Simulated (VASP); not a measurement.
# CuO (P-1) in VASP: notebook

Runs on CuO. Level: PBEsol. Tasks: single point.

All numbers are computed with VASP 6.6.1; they aren't measurements. Logs are shortened: lines on timing, memory, paths and dates and some standing lists are left out, and cuts for length are marked.

## (1) The cell of the first run

The typed cell holds 4 atoms: a = 2.880 Å, b = 2.880 Å, c = 5.176 Å, α = 89.81°, β = 89.81°, γ = 89.22°.

## (2) Single point, PBEsol

File INCAR:

```
PREC     = Accurate       # precision mode
ENCUT    = 820            # plane-wave cutoff, eV
EDIFF    = 1E-6           # SCF threshold, eV
ISMEAR   = 0              # smearing method
SIGMA    = 0.01           # smearing width, eV
LREAL    = F              # projectors in reciprocal space
LASPH    = T              # aspherical terms in the spheres
NELM     = 120            # most SCF steps
ALGO     = Normal         # electronic algorithm
ISIF     = 2              # what is computed and relaxed
LWAVE    = F              # write WAVECAR
LCHARG   = F              # write CHGCAR
GGA      = PS             # functional
NBANDS   = 33             # bands
GGA_COMPAT= F
```

File KPOINTS:

```
Automatic mesh
0
Gamma
  7 7 4
```

File POSCAR:

```
CuO
1.0
    2.8795009639      0.0000000000      0.0000000000
    0.0390727580      2.8792794796      0.0000000000
    0.0174953863      0.0172449008      5.1763391994
Cu O
2 2
Direct
    0.5000000000      0.0000000000      0.5000000000
    0.0000000000      0.5000000000      0.0000000000
    0.0015760300      0.9983282200      0.2501129000
    0.9984239700      0.0016717800      0.7498871000
```

Potentials or basis: VASP PAW PBE potentials, release 64 (Cu_sv_GW, O).

Run with:

```
$ cat potpaw_PBE.64/Cu_sv_GW/POTCAR potpaw_PBE.64/O/POTCAR > POTCAR
$ mpirun -np 1 vasp_std > vasp.out
```

OUTCAR:

```text
PREC = Accurate
   ENCUT = 820
   EDIFF = 1E-6
   ISMEAR = 0
   LREAL = F
   LASPH = T
   NELM = 120
   ISIF = 2
   GGA = PS

 ion  position               nearest neighbor table
   1  0.500  0.000  0.500-   3 1.94   4 1.94   3 1.94   4 1.94
   2  0.000  0.500  0.000-   3 1.94   4 1.94   4 1.94   3 1.94
   3  0.002  0.998  0.250-   1 1.94   1 1.94   2 1.94   2 1.94
   4  0.998  0.002  0.750-   1 1.94   1 1.94   2 1.94   2 1.94

  LATTYP: Found a base centered monoclinic cell.
 ALAT       =    11.1169163425
 B/A-ratio  =     0.3638182808
 C/A-ratio  =     0.4656324948
 COS(beta)  =    -0.9295148209

  Lattice vectors:

 A1 = (   2.8620055776,  -0.0172449008,  -5.1763391994)
 A2 = (   0.0215773717,   2.8620345788,  -5.1763391994)
 A3 = (   0.0174953863,   0.0172449008,   5.1763391994)

Analysis of symmetry for initial positions (statically):
=====================================================================
 Subroutine PRICEL returns:
 Original cell was already a primitive cell.

 Routine SETGRP: Setting up the symmetry group for a
 base centered monoclinic supercell.

 Subroutine GETGRP returns: Found  2 space group operations
 (whereof  2 operations were pure point group operations)
 out of a pool of  4 trial point group operations.

The static configuration has the point symmetry S_2 .

Analysis of symmetry for dynamics (positions and initial velocities):
=====================================================================
 Subroutine PRICEL returns:
 Original cell was already a primitive cell.

 Routine SETGRP: Setting up the symmetry group for a
 base centered monoclinic supercell.

 Subroutine GETGRP returns: Found  2 space group operations
 (whereof  2 operations were pure point group operations)
 out of a pool of  4 trial point group operations.

The dynamic configuration has the point symmetry S_2 .

 Subroutine INISYM returns: Found  2 space group operations
 (whereof  2 operations are pure point group operations),
 and found     1 'primitive' translations

----------------------------------------------------------------------------------------

                                     Primitive cell

  volume of cell :      42.9164

[... 86 lines left out ...]
   ISPIN  =      1    spin polarized calculation?
   LNONCOLLINEAR =      F non collinear calculations
   LSORBIT =      F    spin-orbit coupling
   LASPH  =      T    aspherical Exc in radial PAW
   ENCUT  =  820.0 eV  60.27 Ry    7.76 a.u.   6.72  6.72 12.09*2*pi/ulx,y,z
   NELM   =    120;   NELMIN=  2; NELMDL= -5     # of ELM steps
   EDIFF  = 0.1E-05   stopping-criterion for ELM
   LREAL  =      F    real-space projection
   EDIFFG = 0.1E-04   stopping-criterion for IOM
   NSW    =      0    number of steps for IOM
   IBRION =     -1    ionic relax: 0-MD 1-quasi-New 2-CG
   NFREE  =      0    steps in history (QN), initial steepest desc. (CG)
   ISIF   =      2    stress and relaxation
   ISYM   =      2    0-nonsym 1-usesym 2-fastsym
   POTIM  = 0.5000    time-step for ionic-motion
   TEBEG  =    0.0;   TEEND  =   0.0 temperature during run
   PSTRESS=    0.0 pullay stress
   NELECT =      50.0000    total number of electrons
   NUPDOWN=      -1.0000    fix difference up-down
   EMIN   =  10.00;   EMAX   =-10.00  energy-range for DOS
   EFERMI =   0.00;   METHOD = LEGACY
   ISMEAR =     0;   SIGMA  =   0.01  broadening in eV -4-tet -1-fermi 0-gaus
   EFERMI_NEDOS =   21; number of points for ismear=-14 and -15
   IALGO  =     38    algorithm
   IMIX   =      4    mixing-type and parameters
     AMIX     =   0.40;   BMIX     =  1.00
     AMIX_MAG =   1.60;   BMIX_MAG =  1.00
  volume/ion in A,a.u.               =      10.73        72.40
  Fermi-wavevector in a.u.,A,eV,Ry     =   1.722623  3.255285 40.374336  2.967430
  Thomas-Fermi vector in A             =   2.798653
   LORBIT       =      0    0 simple, 1 ext, 2 COOP (PROOUT), +10 PAW based schemes
   GGA     = PS    functional components
   LHFCALC =     F    Hartree Fock is set to
   AEXX    =    0.0000 exact exchange contribution
   IVDW    =     0    specifies the selected vdW correction
   LEPSILON=     F    determine dielectric tensor
   LRPA    =     F    only Hartree local field effects (RPA)
 non-spin polarized calculation
 Gauss-broadening in eV      SIGMA  =   0.01
  energy-cutoff  :      820.00
  volume of cell :       42.92
 maximum number of plane-waves:      2306
   NGX = 13   NGY = 13   NGZ = 25

 number of electron      50.0000025 magnetization

 Free energy of the ion-electron system (eV)
  ---------------------------------------------------
  ext. energy  EPLUGINS =         0.00000000
  ---------------------------------------------------
  free energy    TOTEN  =       -21.67543985 eV

  energy without entropy =      -21.67543859  energy(sigma->0) =      -21.67543922

 E-fermi :   5.1360     XC(G=0): -12.1326

 val. band max:        5.1130995678   @ k =   0.1429  -0.0000   0.2500
 cond. band min:       5.1579287460   @ k =  -0.2857   0.1429   0.5000
 fundamental gap:      0.0448291782
 Fermi energy:         5.1359750039

 k-point     1 :       0.0000    0.0000    0.0000
  band No.  band energies     occupation
      1    -107.3562      2.00000
      2    -107.3524      2.00000
      3     -64.9976      2.00000
      4     -64.9931      2.00000
      5     -64.9612      2.00000
      6     -64.9539      2.00000
[... 853 lines left out ...]
     32      16.0101      0.00000
     33      17.2661      0.00000

 [... further k-points ...]

------------------------ aborting loop because EDIFF is reached ----------------------------------------

  FORCE on cell =-STRESS in cart. coord.  units (eV):
  Direction    XX          YY          ZZ          XY          YZ          ZX
  --------------------------------------------------------------------------------------
  -------------------------------------------------------------------------------------
  Total       -0.3673405     -0.3778731     -1.3851793     -0.0265750     -0.0018473     -0.0051989
  in kB      -13.7137314    -14.1069394    -51.7121734     -0.9921116     -0.0689639     -0.1940889
  external PRESSURE =     -26.5109481 kB  Pullay stress =       0.0000000 kB

 VOLUME and BASIS-vectors are now :
 -----------------------------------------------------------------------------
  energy-cutoff  :      820.00
  volume of cell :       42.92
      direct lattice vectors                 reciprocal lattice vectors
     2.879500964  0.000000000  0.000000000     0.347282398 -0.004712735 -0.001158071
     0.039072758  2.879279480  0.000000000     0.000000000  0.347309112 -0.001157055
     0.017495386  0.017244901  5.176339199     0.000000000  0.000000000  0.193186722

 POSITION                                       TOTAL-FORCE (eV/Angst)
 -----------------------------------------------------------------------------------
      1.44850      0.00862      2.58817         0.000000      0.000000      0.000000
      0.01954      1.43964      0.00000         0.000000      0.000000      0.000000
      0.04792      2.87878      1.29467        -0.006345      0.007927     -0.010163
      2.88815      0.01775      3.88167         0.006345     -0.007927      0.010163
 -----------------------------------------------------------------------------------
    total drift:                                0.000000      0.000000      0.000000

  FREE ENERGIE OF THE ION-ELECTRON SYSTEM (eV)
  ---------------------------------------------------
  free  energy   TOTEN  =       -21.6754398492 eV

  energy  without entropy=      -21.6754385905  energy(sigma->0) =      -21.67543922
```

OSZICAR:

```text
N       E                     dE             d eps       ncg     rms          rms(c)
DAV:   1     0.106591310872E+04    0.10659E+04   -0.40215E+04 10132   0.584E+03
DAV:   2     0.867506179218E+02   -0.97916E+03   -0.94005E+03 10805   0.137E+03
DAV:   3    -0.225740727267E+02   -0.10932E+03   -0.10673E+03 12527   0.514E+02
DAV:   4    -0.275612952492E+02   -0.49872E+01   -0.49568E+01 10726   0.126E+02
DAV:   5    -0.277645009335E+02   -0.20321E+00   -0.20286E+00 11380   0.224E+01    0.179E+01
DAV:   6    -0.267235301093E+02    0.10410E+01   -0.51857E+01 11356   0.368E+02    0.172E+01
DAV:   7    -0.216207542761E+02    0.51028E+01   -0.17424E+01 10636   0.299E+02    0.391E+00
DAV:   8    -0.216971196294E+02   -0.76365E-01   -0.15556E+00 10876   0.117E+01    0.196E+00
DAV:   9    -0.216878493965E+02    0.92702E-02   -0.12046E-01 12100   0.199E+01    0.129E+00
DAV:  10    -0.216782449525E+02    0.96044E-02   -0.80943E-02 11908   0.155E+01    0.466E-01
DAV:  11    -0.216754163836E+02    0.28286E-02   -0.78423E-03 12316   0.365E+00    0.132E-01
DAV:  12    -0.216754920322E+02   -0.75649E-04   -0.95374E-04 11660   0.886E-01    0.644E-02
DAV:  13    -0.216754395588E+02    0.52473E-04   -0.11423E-04 11779   0.321E-01    0.179E-02
DAV:  14    -0.216754391723E+02    0.38656E-06   -0.20723E-05 10532   0.157E-01    0.382E-03
DAV:  15    -0.216754398492E+02   -0.67692E-06   -0.42504E-07  5251   0.263E-02
   1 F= -.21675440E+02 E0= -.21675439E+02  d E =-.125867E-05
```

Wall time 3.5 min (1 thread of Intel Xeon Platinum 8488C (Sapphire Rapids), shared host); peak memory 0.39 GiB.

What came out:

```
Free energy            : -21.6754 eV
Pressure               : -2.7 GPa
Largest force          : 0.014 eV/Å
Band gap on the k mesh : zero (bands 25 and 26 overlap by 1.12 eV)
```

Forces in eV/Å, atoms in the order of the input:
```
Cu   0.000  0.000  0.000
Cu   0.000  0.000  0.000
O   -0.006  0.008 -0.010
O    0.006 -0.008  0.010
```

Stress tensor (GPa, compression positive):
```
-1.37 -0.10 -0.02
-0.10 -1.41 -0.01
-0.02 -0.01 -5.17
```

Levels at points of the mesh, in eV from the Fermi level:
```csv
k point,band 21,band 22,band 23,band 24,band 25,band 26,band 27,band 28,band 29,band 30
"(0.00, 0.00, 0.00)",-2.46,-2.42,-2.33,-2.04,0.66,0.69,1.40,6.01,7.26,13.45
"(0.00, 0.00, 0.50)",-2.37,-2.37,-1.56,-1.56,0.08,0.09,3.49,3.49,11.43,11.44
```

Caveat: the PAW data sets were made with another functional, which shifts forces and pressure a little; semilocal functionals often make such compounds metallic where correlation or magnetic order opens a gap, which also shifts bond lengths.

[end of part 1 of 2]

The gap in the log of VASP goes by the Fermi energy; the results here count the filled bands.